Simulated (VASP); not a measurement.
# Cr (Fm-3m) in VASP: relaxation of cell and atoms with r2SCAN

Aim: the relaxation of cell and atoms of Cr with r2SCAN.

Everything below comes from runs of VASP 6.6.1. Logs are shortened: lines on timing, memory, paths and dates and some standing lists are left out, and cuts for length are marked.

**1. The cell of the first run**

Symmetry: Fm-3m, No. 225, cubic system. The conventional cell has a = 4.107 Å, b = 4.107 Å, c = 4.107 Å, α = 90.00°, β = 90.00°, γ = 90.00°. Cr (site symmetry m-3m) has 12 Cr at 2.90 Å within 3.8 Å.

This isn't the form of Cr at room conditions, which is bcc.

**2. Relaxation of cell and atoms, r2SCAN, collinear spin, ferromagnetic start**

Input file POSCAR:

```
Cr
1.0
    0.0000000000      2.0537212042      2.0537212042
    2.0537212042      0.0000000000      2.0537212042
    2.0537212042      2.0537212042      0.0000000000
Cr
1
Direct
    0.0000000000      0.0000000000      0.0000000000
```

Input file INCAR.step1:

```
SYSTEM = Cr
PREC = Accurate
ENCUT = 600
ISMEAR = 0
SIGMA = 0.1
LREAL = .FALSE.
LASPH = .TRUE.
NELM = 150
ISPIN = 2
MAGMOM = 3.99
LMAXMIX = 4
GGA = PE
ALGO = Normal
EDIFF = 1E-4
LWAVE = .TRUE.
LCHARG = .FALSE.
```

Input file INCAR.step2:

```
SYSTEM = Cr
PREC = Accurate
ENCUT = 600
EDIFF = 1E-6
ISMEAR = 0
SIGMA = 0.1
LREAL = .FALSE.
LASPH = .TRUE.
NELM = 150
ALGO = Normal
ISIF = 3
LWAVE = .FALSE.
LCHARG = .FALSE.
ISPIN = 2
MAGMOM = 3.99
LORBIT = 11
LMAXMIX = 4
METAGGA = R2SCAN
LMIXTAU = .TRUE.
IBRION = 2
NSW = 80
EDIFFG = -0.01
ISTART = 1
```

Input file KPOINTS:

```
regular mesh
0
G
  18 18 18
  0 0 0
```

Potentials or basis: VASP PAW PBE potentials, release 64 (Cr_pv).

Started as:

```bash
> cat potpaw_PBE.64/Cr_pv/POTCAR > POTCAR
> cp INCAR.step1 INCAR
> mpirun -np 1 vasp_std > vasp.out
> cp INCAR.step2 INCAR
> mpirun -np 1 vasp_std > vasp.out
```

OUTCAR:

```text
SYSTEM = Cr
   PREC = Accurate
   ENCUT = 600
   EDIFF = 1E-6
   ISMEAR = 0
   LREAL = .FALSE.
   LASPH = .TRUE.
   NELM = 150
   ISIF = 3
   ISPIN = 2
   LORBIT = 11
   METAGGA = R2SCAN
   IBRION = 2
   NSW = 80
   EDIFFG = -0.01
   ISTART = 1

 ion  position               nearest neighbor table
   1  0.000  0.000  0.000-

  LATTYP: Found a face centered cubic cell.
 ALAT       =     4.1074424084

  Lattice vectors:

 A1 = (   0.0000000000,   2.0537212042,   2.0537212042)
 A2 = (   2.0537212042,   0.0000000000,   2.0537212042)
 A3 = (   2.0537212042,   2.0537212042,   0.0000000000)

Analysis of symmetry for initial positions (statically):
=====================================================================
 Subroutine PRICEL returns:
 Original cell was already a primitive cell.

 Routine SETGRP: Setting up the symmetry group for a
 face centered cubic supercell.

 Subroutine GETGRP returns: Found 48 space group operations
 (whereof 48 operations were pure point group operations)
 out of a pool of 48 trial point group operations.

The static configuration has the point symmetry O_h .

Analysis of symmetry for dynamics (positions and initial velocities):
=====================================================================
 Subroutine PRICEL returns:
 Original cell was already a primitive cell.

 Routine SETGRP: Setting up the symmetry group for a
 face centered cubic supercell.

 Subroutine GETGRP returns: Found 48 space group operations
 (whereof 48 operations were pure point group operations)
 out of a pool of 48 trial point group operations.

The dynamic configuration has the point symmetry O_h .

Analysis of structural, dynamic, and magnetic symmetry:
=====================================================================
 Subroutine PRICEL returns:
 Original cell was already a primitive cell.

 Routine SETGRP: Setting up the symmetry group for a
 face centered cubic supercell.

 Subroutine GETGRP returns: Found 48 space group operations
 (whereof 48 operations were pure point group operations)
 out of a pool of 48 trial point group operations.

The overall configuration has the point symmetry O_h .

 Subroutine INISYM returns: Found 48 space group operations
 (whereof 48 operations are pure point group operations),
 and found     1 'primitive' translations

----------------------------------------------------------------------------------------

                                     Primitive cell

  volume of cell :      17.3243

  direct lattice vectors                    reciprocal lattice vectors
     0.000000000  2.053721204  2.053721204    -0.243460504  0.243460504  0.243460504
     2.053721204  0.000000000  2.053721204     0.243460504 -0.243460504  0.243460504
     2.053721204  2.053721204  0.000000000     0.243460504  0.243460504 -0.243460504

  length of vectors
     2.904400380  2.904400380  2.904400380     0.421685963  0.421685963  0.421685963

  position of ions in fractional coordinates (direct lattice)
     0.000000000  0.000000000  0.000000000

  ion indices of the primitive-cell ions
   primitive index   ion index
                 1           1

----------------------------------------------------------------------------------------

 KPOINTS: regular mesh

Automatic generation of k-mesh.
 Grid dimensions read from file:
 generate k-points for:   18   18   18

 Generating k-lattice:

  Cartesian coordinates                     Fractional coordinates (reciprocal lattice)
    -0.013525584  0.013525584  0.013525584     0.055555556  0.000000000  0.000000000
     0.013525584 -0.013525584  0.013525584     0.000000000  0.055555556  0.000000000
     0.013525584  0.013525584 -0.013525584     0.000000000  0.000000000  0.055555556

  Length of vectors
     0.023426998  0.023426998  0.023426998

  Shift w.r.t. Gamma in fractional coordinates (k-lattice)
[... 91 lines left out ...]
--------------------------------------- Ionic step        1  -------------------------------------------

 number of electron      12.0000006 magnetization       3.8836441

 Free energy of the ion-electron system (eV)
  ---------------------------------------------------
  ext. energy  EPLUGINS =         0.00000000
  ---------------------------------------------------
  free energy    TOTEN  =       -13.87427440 eV

  energy without entropy =      -13.86288064  energy(sigma->0) =      -13.86857752

------------------------ aborting loop because EDIFF is reached ----------------------------------------

  FORCE on cell =-STRESS in cart. coord.  units (eV):
  Direction    XX          YY          ZZ          XY          YZ          ZX
  --------------------------------------------------------------------------------------
  -------------------------------------------------------------------------------------
  Total       -0.0143872     -0.0143872     -0.0143872      0.0000000      0.0000000      0.0000000
  in kB       -1.3305500     -1.3305500     -1.3305500      0.0000000      0.0000000      0.0000000
  external PRESSURE =      -1.3305500 kB  Pullay stress =       0.0000000 kB

 VOLUME and BASIS-vectors are now :
 -----------------------------------------------------------------------------
  energy-cutoff  :      600.00
  volume of cell :       17.32
      direct lattice vectors                 reciprocal lattice vectors
     0.000000000  2.053721204  2.053721204    -0.243460504  0.243460504  0.243460504
     2.053721204  0.000000000  2.053721204     0.243460504 -0.243460504  0.243460504
     2.053721204  2.053721204  0.000000000     0.243460504  0.243460504 -0.243460504

 POSITION                                       TOTAL-FORCE (eV/Angst)
 -----------------------------------------------------------------------------------
      0.00000      0.00000      0.00000         0.000000     -0.000000      0.000000
 -----------------------------------------------------------------------------------
    total drift:                               -0.000000     -0.000000     -0.000000

  FREE ENERGIE OF THE ION-ELECTRON SYSTEM (eV)
  ---------------------------------------------------
  free  energy   TOTEN  =       -13.8742743991 eV

  energy  without entropy=      -13.8628806446  energy(sigma->0) =      -13.86857752

--------------------------------------- Ionic step        2  -------------------------------------------

 number of electron      12.0000006 magnetization       3.8780896

 Free energy of the ion-electron system (eV)
  ---------------------------------------------------
  ext. energy  EPLUGINS =         0.00000000
  ---------------------------------------------------
  free energy    TOTEN  =       -13.87430310 eV

  energy without entropy =      -13.86294372  energy(sigma->0) =      -13.86862341

 E-fermi :   6.7709     XC(G=0): -12.2217

 val. band max:        6.7704883025   @ k =   0.4444   0.1111   0.0000
 cond. band min:       6.7750351304   @ k =  -0.4444   0.2222   0.0556
 fundamental gap:      0.0045468279
 Fermi energy:         6.7708863786

 spin component 1

 k-point     1 :       0.0000    0.0000    0.0000
  band No.  band energies     occupation
      1     -39.0841      1.00000
      2     -39.0841      1.00000
      3     -39.0841      1.00000
      4      -1.0828      1.00000
      5       5.0259      1.00000
      6       5.0259      1.00000
      7       5.0259      1.00000
      8       5.9441      1.00000
      9       5.9441      1.00000
     10       8.4857      0.00000
     11      22.9782      0.00000
     12      27.0466      0.00000
[... 333 lines left out ...]
      1     -39.2048      1.00000
      2     -39.1092      1.00000
      3     -39.0985      1.00000
      4       0.6437      1.00000
      5       4.5515      1.00000
      6       5.1699      1.00000
      7       5.2250      1.00000
      8       5.9185      1.00000
      9       6.2286      1.00000
     10       8.4826      0.00000
     11      18.0603      0.00000
     12      23.0014      0.00000

 [... further k-points ...]

 spin component 2

 k-point     1 :       0.0000    0.0000    0.0000
  band No.  band energies     occupation
      1     -34.4456      1.00000
      2     -34.4456      1.00000
      3     -34.4454      1.00000
      4       0.1329      1.00000
      5       9.3105      0.00000
      6       9.3107      0.00000
      7       9.3107      0.00000
      8      10.6235      0.00000
      9      10.6236      0.00000
     10      14.8386      0.00000
     11      25.0324      0.00000
     12      28.4789      0.00000
[... 333 lines left out ...]
      1     -34.5850      1.00000
      2     -34.4727      1.00000
      3     -34.4600      1.00000
      4       1.9659      1.00000
      5       8.4103      0.00000
      6       9.4379      0.00000
      7       9.5489      0.00000
      8      10.4400      0.00000
      9      10.8274      0.00000
     10      14.8088      0.00000
     11      20.4300      0.00000
     12      24.6976      0.00000

 [... further k-points ...]

------------------------ aborting loop because EDIFF is reached ----------------------------------------

  FORCE on cell =-STRESS in cart. coord.  units (eV):
  Direction    XX          YY          ZZ          XY          YZ          ZX
  --------------------------------------------------------------------------------------
  -------------------------------------------------------------------------------------
  Total        0.0023721      0.0023721      0.0023721      0.0000000      0.0000000      0.0000000
  in kB        0.2198343      0.2198343      0.2198343      0.0000000      0.0000000      0.0000000
  external PRESSURE =       0.2198343 kB  Pullay stress =       0.0000000 kB

 VOLUME and BASIS-vectors are now :
 -----------------------------------------------------------------------------
  energy-cutoff  :      600.00
  volume of cell :       17.29
      direct lattice vectors                 reciprocal lattice vectors
     0.000000000  2.052295768  2.052295768    -0.243629601  0.243629601  0.243629601
     2.052295768 -0.000000000  2.052295768     0.243629601 -0.243629601  0.243629601
     2.052295768  2.052295768  0.000000000     0.243629601  0.243629601 -0.243629601

 POSITION                                       TOTAL-FORCE (eV/Angst)
 -----------------------------------------------------------------------------------
      0.00000      2.05230      2.05230         0.000000     -0.000000     -0.000000
 -----------------------------------------------------------------------------------
    total drift:                               -0.000000     -0.000000      0.000000

  FREE ENERGIE OF THE ION-ELECTRON SYSTEM (eV)
  ---------------------------------------------------
  free  energy   TOTEN  =       -13.8743030974 eV

  energy  without entropy=      -13.8629437210  energy(sigma->0) =      -13.86862341

 reached required accuracy - stopping structural energy minimisation

 total charge

# of ion       s       p       d       tot
------------------------------------------
    1        0.479   6.201   4.014  10.694

 magnetization (x)

# of ion       s       p       d       tot
------------------------------------------
    1        0.016   0.055   3.489   3.560
```

It took 13 min on 1 thread of Oxide Virtual Turin-like, shared host; peak memory 0.18 GiB.

What came out:

* Free energy: -13.8743 eV
* Relaxed volume: 17.29 Å³/atom
* Relaxed cell: a = 2.902 Å, b = 2.902 Å, c = 2.902 Å, α = 60.00°, β = 60.00°, γ = 60.00°
* Space group after relaxing (to 0.1 Å): Fm-3m (No. 225)
* Energy gained by relaxing: 0.0 meV/atom
* Ionic steps: 2
* Pressure after relaxing: 0.0 GPa
* Net moment: 3.88 μB per cell
* Site moments: Cr +3.56 μB
* Valence electrons inside the program's atomic spheres: Cr 10.69

Final structure:
```
Cr
1.0
     0.00000    2.05230    2.05230
     2.05230    0.00000    2.05230
     2.05230    2.05230    0.00000
Cr
1
Direct
  0.00000 0.00000 0.00000
```

Levels at points of the mesh, in eV from the Fermi level:
Spin up:
```
           k point  band 5  band 6  band 7  band 8  band 9  band 10  band 11  band 12
(0.00, 0.00, 0.00)   -1.74   -1.74   -1.74   -0.83   -0.83     1.71    16.21    20.28
(0.50, 0.00, 0.00)   -1.87   -1.87   -0.83    0.01    0.01     1.67     4.59    15.90
(0.50, 0.50, 0.00)   -3.58   -0.12    0.27    0.27    0.91     1.68     7.36    10.60
```
Spin down:
```tsv
k point	band 2	band 3	band 4	band 5	band 6	band 7
(0.00, 0.00, 0.00)	-41.22	-41.22	-6.64	2.54	2.54	2.54
(0.50, 0.00, 0.00)	-41.25	-41.25	-1.33	0.01	2.34	2.34
(0.50, 0.50, 0.00)	-41.32	-41.32	-1.55	0.23	2.84	4.66
```

Caveat: the PAW data sets were made with another functional, which shifts forces and pressure a little.
